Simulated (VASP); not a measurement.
# Cu (P6_3/mmc) in VASP: single point with r2SCAN

Aim: the single point of Cu with r2SCAN.

All numbers are computed with VASP 6.6.1; they aren't measurements. Logs are shortened: lines on timing, memory, paths and dates and some standing lists are left out, and cuts for length are marked.

### 1 The cell of the first run

It takes space group P6_3/mmc (No. 194, hexagonal). Conventional cell: a = 2.569 Å, b = 2.569 Å, c = 4.189 Å, α = 90.00°, β = 90.00°, γ = 120.00°. Cu (site symmetry -6m2) has 12 Cu at 2.57 Å within 3.4 Å.

### 2 Single point, r2SCAN

POSCAR reads:

```
Cu
1.0
    2.5689564355      0.0000000000      0.0000000000
   -1.2844782178      2.2247815343      0.0000000000
    0.0000000000      0.0000000000      4.1889217420
Cu
2
Direct
    0.3333333333      0.6666666667      0.7500000000
    0.6666666667      0.3333333333      0.2500000000
```

INCAR.step1 reads:

```
SYSTEM = Cu
ALGO = Normal ; EDIFF = 1E-4
ENCUT = 520 ; GGA = PE
ISMEAR = 0 ; LASPH = .TRUE.
LCHARG = .FALSE. ; LREAL = .FALSE.
LWAVE = .TRUE. ; NBANDS = 18
NELM = 80 ; PREC = Accurate
SIGMA = 0.05
```

INCAR.step2 reads:

```
SYSTEM = Cu
ALGO = Normal ; EDIFF = 1E-6
ENCUT = 520 ; ISIF = 2
ISMEAR = 0 ; ISTART = 1
LASPH = .TRUE. ; LCHARG = .FALSE.
LMIXTAU = .TRUE. ; LREAL = .FALSE.
LWAVE = .FALSE. ; METAGGA = R2SCAN
NBANDS = 18 ; NELM = 80
PREC = Accurate ; SIGMA = 0.05
```

KPOINTS reads:

```
k-points
0
G
  18 18 10
  0 0 0
```

Potentials or basis: VASP PAW PBE potentials, release 64 (Cu).

Command:

```bash
> cat potpaw_PBE.64/Cu/POTCAR > POTCAR
> cp INCAR.step1 INCAR
> mpirun -np 1 vasp_std > vasp.out
> cp INCAR.step2 INCAR
> mpirun -np 1 vasp_std > vasp.out
```

OUTCAR:

```text
SYSTEM = Cu
   EDIFF = 1E-6
   ENCUT = 520
   ISIF = 2
   ISMEAR = 0
   ISTART = 1
   LASPH = .TRUE.
   LREAL = .FALSE.
   METAGGA = R2SCAN
   NELM = 80
   PREC = Accurate

 ion  position               nearest neighbor table
   1  0.333  0.667  0.750-   2 2.57   2 2.57   2 2.57   2 2.57   2 2.57   2 2.57
   2  0.667  0.333  0.250-   1 2.57   1 2.57   1 2.57   1 2.57   1 2.57   1 2.57

  LATTYP: Found a hexagonal cell.
 ALAT       =     2.5689564355
 C/A-ratio  =     1.6305927512

  Lattice vectors:

 A1 = (   2.5689564355,   0.0000000000,   0.0000000000)
 A2 = (  -1.2844782178,   2.2247815343,   0.0000000000)
 A3 = (   0.0000000000,   0.0000000000,   4.1889217420)

Analysis of symmetry for initial positions (statically):
=====================================================================
 Subroutine PRICEL returns:
 Original cell was already a primitive cell.

 Routine SETGRP: Setting up the symmetry group for a
 hexagonal supercell.

 Subroutine GETGRP returns: Found 24 space group operations
 (whereof 12 operations were pure point group operations)
 out of a pool of 24 trial point group operations.

The static configuration has the point symmetry D_3d.
 The point group associated with its full space group is D_6h.

Analysis of symmetry for dynamics (positions and initial velocities):
=====================================================================
 Subroutine PRICEL returns:
 Original cell was already a primitive cell.

 Routine SETGRP: Setting up the symmetry group for a
 hexagonal supercell.

 Subroutine GETGRP returns: Found 24 space group operations
 (whereof 12 operations were pure point group operations)
 out of a pool of 24 trial point group operations.

The dynamic configuration has the point symmetry D_3d.
 The point group associated with its full space group is D_6h.

 Subroutine INISYM returns: Found 24 space group operations
 (whereof 12 operations are pure point group operations),
 and found     1 'primitive' translations

----------------------------------------------------------------------------------------

                                     Primitive cell

  volume of cell :      23.9412

  direct lattice vectors                    reciprocal lattice vectors
     2.568956436  0.000000000  0.000000000     0.389263121  0.224741168  0.000000000
    -1.284478218  2.224781534  0.000000000     0.000000000  0.449482335  0.000000000
     0.000000000  0.000000000  4.188921742     0.000000000  0.000000000  0.238724918

  length of vectors
     2.568956436  2.568956435  4.188921742     0.449482335  0.449482335  0.238724918

  position of ions in fractional coordinates (direct lattice)
     0.333333333  0.666666667  0.750000000
     0.666666667  0.333333333  0.250000000

  ion indices of the primitive-cell ions
   primitive index   ion index
                 1           1
                 2           2

----------------------------------------------------------------------------------------

 KPOINTS: k-points

Automatic generation of k-mesh.
 Grid dimensions read from file:
 generate k-points for:   18   18   10

 Generating k-lattice:

  Cartesian coordinates                     Fractional coordinates (reciprocal lattice)
     0.021625729  0.012485620  0.000000000     0.055555556  0.000000000  0.000000000
     0.000000000  0.024971241  0.000000000     0.000000000  0.055555556  0.000000000
     0.000000000  0.000000000  0.023872492     0.000000000  0.000000000  0.100000000

  Length of vectors
     0.024971241  0.024971241  0.023872492

  Shift w.r.t. Gamma in fractional coordinates (k-lattice)
     0.000000000  0.000000000  0.000000000

 Subroutine IBZKPT returns following result:
 ===========================================

 Found    222 irreducible k-points:

 Following reciprocal coordinates:
            Coordinates               Weight
  0.000000  0.000000  0.000000      1.000000
  0.055556  0.000000  0.000000      6.000000
  0.111111  0.000000  0.000000      6.000000
  0.166667  0.000000  0.000000      6.000000
  0.222222  0.000000  0.000000      6.000000
  0.277778  0.000000  0.000000      6.000000
[... 16 lines left out ...]
  0.333333  0.111111  0.000000     12.000000
  0.388889  0.111111  0.000000     12.000000
 [... further k-points ...]
   k-points           NKPTS =    222   k-points in BZ     NKDIM =    222   number of bands    NBANDS=     18
   number of dos      NEDOS =    301   number of ions     NIONS =      2
   total plane-waves  NPLWV =  12800
   dimension x,y,z NGX =    20 NGY =   20 NGZ =   32
   dimension x,y,z NGXF=    40 NGYF=   40 NGZF=   64
   ions per type =               2
   NGX,Y,Z   is equivalent  to a cutoff of  12.94, 12.94, 12.70 a.u.
   NGXF,Y,Z  is equivalent  to a cutoff of  25.89, 25.89, 25.40 a.u.
 SYSTEM =  Cu
   PREC   = accura    normal or accurate (medium, high low for compatibility)
   ISTART =      1    job   : 0-new  1-cont  2-samecut
   ICHARG =      0    charge: 1-file 2-atom 10-const
   ISPIN  =      1    spin polarized calculation?
   LNONCOLLINEAR =      F non collinear calculations
   LSORBIT =      F    spin-orbit coupling
   LASPH  =      T    aspherical Exc in radial PAW
   ENCUT  =  520.0 eV  38.22 Ry    6.18 a.u.   4.78  4.78  7.79*2*pi/ulx,y,z
   NELM   =     80;   NELMIN=  2; NELMDL=  0     # of ELM steps
   EDIFF  = 0.1E-05   stopping-criterion for ELM
   LREAL  =      F    real-space projection
   EDIFFG = 0.1E-04   stopping-criterion for IOM
   NSW    =      0    number of steps for IOM
   IBRION =     -1    ionic relax: 0-MD 1-quasi-New 2-CG
   NFREE  =      0    steps in history (QN), initial steepest desc. (CG)
   ISIF   =      2    stress and relaxation
   ISYM   =      2    0-nonsym 1-usesym 2-fastsym
   POTIM  = 0.5000    time-step for ionic-motion
   TEBEG  =    0.0;   TEEND  =   0.0 temperature during run
   PSTRESS=    0.0 pullay stress
   NELECT =      22.0000    total number of electrons
   NUPDOWN=      -1.0000    fix difference up-down
   EMIN   =  10.00;   EMAX   =-10.00  energy-range for DOS
   EFERMI =   0.00;   METHOD = LEGACY
   ISMEAR =     0;   SIGMA  =   0.05  broadening in eV -4-tet -1-fermi 0-gaus
   EFERMI_NEDOS =   21; number of points for ismear=-14 and -15
   IALGO  =     38    algorithm
   IMIX   =      4    mixing-type and parameters
     AMIX     =   0.40;   BMIX     =  1.00
     AMIX_MAG =   1.60;   BMIX_MAG =  1.00
  volume/ion in A,a.u.               =      11.97        80.78
  Fermi-wavevector in a.u.,A,eV,Ry     =   1.591599  3.007686 34.466098  2.533187
  Thomas-Fermi vector in A             =   2.690114
   LORBIT       =      0    0 simple, 1 ext, 2 COOP (PROOUT), +10 PAW based schemes
   METAGGA = R2SCAN    functional components
   LHFCALC =     F    Hartree Fock is set to
   AEXX    =    0.0000 exact exchange contribution
   IVDW    =     0    specifies the selected vdW correction
   LEPSILON=     F    determine dielectric tensor
   LRPA    =     F    only Hartree local field effects (RPA)
 non-spin polarized calculation
 Gauss-broadening in eV      SIGMA  =   0.05
  energy-cutoff  :      520.00
  volume of cell :       23.94
 maximum number of plane-waves:       668
 NGX is ok and might be reduce to    20
   NGX =  9   NGY =  9   NGZ = 15

 number of electron      22.0000007 magnetization

 Free energy of the ion-electron system (eV)
  ---------------------------------------------------
  ext. energy  EPLUGINS =         0.00000000
  ---------------------------------------------------
  free energy    TOTEN  =       -21.61415311 eV

  energy without entropy =      -21.61281753  energy(sigma->0) =      -21.61348532

 E-fermi :   7.1642     XC(G=0): -13.6527

 val. band max:        7.1574566158   @ k =   0.2222   0.2222   0.5000
 cond. band min:       7.1834129667   @ k =   0.5000   0.0000   0.1000
 fundamental gap:      0.0259563509
 Fermi energy:         7.1642038036

 k-point     1 :       0.0000    0.0000    0.0000
  band No.  band energies     occupation
      1      -2.3277      2.00000
      2       2.0791      2.00000
      3       4.1421      2.00000
      4       4.1936      2.00000
      5       4.1938      2.00000
      6       4.4007      2.00000
[... 10 lines left out ...]
     17      31.4157      0.00000
     18      31.4158      0.00000

 k-point     2 :       0.0556    0.0000    0.0000
  band No.  band energies     occupation
      1      -2.2249      2.00000
      2       2.1371      2.00000
      3       4.0713      2.00000
      4       4.2298      2.00000
      5       4.2549      2.00000
      6       4.3829      2.00000
[... 10 lines left out ...]
     17      32.2009      0.00000
     18      32.2502      0.00000

 k-point     3 :       0.1111    0.0000    0.0000
  band No.  band energies     occupation
      1      -1.9193      2.00000
      2       2.3000      2.00000
      3       3.9581      2.00000
      4       4.3027      2.00000
      5       4.3353      2.00000
      6       4.3786      2.00000
[... 10 lines left out ...]
     17      31.9843      0.00000
     18      32.8497      0.00000

 k-point     4 :       0.1667    0.0000    0.0000
  band No.  band energies     occupation
      1      -1.4205      2.00000
      2       2.5297      2.00000
      3       3.8301      2.00000
      4       3.9952      2.00000
      5       4.2369      2.00000
      6       4.5011      2.00000
[... 375 lines left out ...]
      4       3.5666      2.00000
      5       4.0951      2.00000
      6       4.2633      2.00000
[... 10 lines left out ...]
     17      23.6599      0.00000
     18      27.3645      0.00000

 k-point    23 :       0.3333    0.1111    0.0000
  band No.  band energies     occupation
      1       1.8986      2.00000
      2       2.8497      2.00000
      3       2.9614      2.00000
      4       3.6730      2.00000
      5       4.0585      2.00000
      6       4.2931      2.00000
[... 10 lines left out ...]
     17      21.5759      0.00000
     18      26.8940      0.00000

 k-point    24 :       0.3889    0.1111    0.0000
  band No.  band energies     occupation
      1       2.3495      2.00000
      2       2.7611      2.00000
      3       2.8822      2.00000
      4       3.8343      2.00000
      5       4.0502      2.00000
      6       4.2136      2.00000
[... 10 lines left out ...]
     17      19.8673      0.00000
     18      26.6093      0.00000

 [... further k-points ...]

------------------------ aborting loop because EDIFF is reached ----------------------------------------

  FORCE on cell =-STRESS in cart. coord.  units (eV):
  Direction    XX          YY          ZZ          XY          YZ          ZX
  --------------------------------------------------------------------------------------
  -------------------------------------------------------------------------------------
  Total       -0.8525725     -0.8525725     -0.8353290      0.0000000      0.0000000      0.0000000
  in kB      -57.0552409    -57.0552409    -55.9012858      0.0000000      0.0000000      0.0000000
  external PRESSURE =     -56.6705892 kB  Pullay stress =       0.0000000 kB

 VOLUME and BASIS-vectors are now :
 -----------------------------------------------------------------------------
  energy-cutoff  :      520.00
  volume of cell :       23.94
      direct lattice vectors                 reciprocal lattice vectors
     2.568956436  0.000000000  0.000000000     0.389263121  0.224741168  0.000000000
    -1.284478218  2.224781534  0.000000000     0.000000000  0.449482335  0.000000000
     0.000000000  0.000000000  4.188921742     0.000000000  0.000000000  0.238724918

 POSITION                                       TOTAL-FORCE (eV/Angst)
 -----------------------------------------------------------------------------------
     -0.00000      1.48319      3.14169        -0.000000      0.000000      0.000000
      1.28448      0.74159      1.04723         0.000000      0.000000      0.000000
 -----------------------------------------------------------------------------------
    total drift:                                0.000000     -0.000000      0.000000

  FREE ENERGIE OF THE ION-ELECTRON SYSTEM (eV)
  ---------------------------------------------------
  free  energy   TOTEN  =       -21.6141531134 eV

  energy  without entropy=      -21.6128175264  energy(sigma->0) =      -21.61348532
```

It took 2 min on 1 thread of Intel Xeon 6975P-C (Granite Rapids), shared host; peak memory 0.2 GiB.

Results:

```
Free energy            : -21.6142 eV
Pressure               : -5.7 GPa
Band gap on the k mesh : zero (band 11 reaches 11.40 eV, above the bottom of band 12 at 5.19 eV)
```

Caveat: the PAW data sets were made with another functional, which shifts forces and pressure a little.
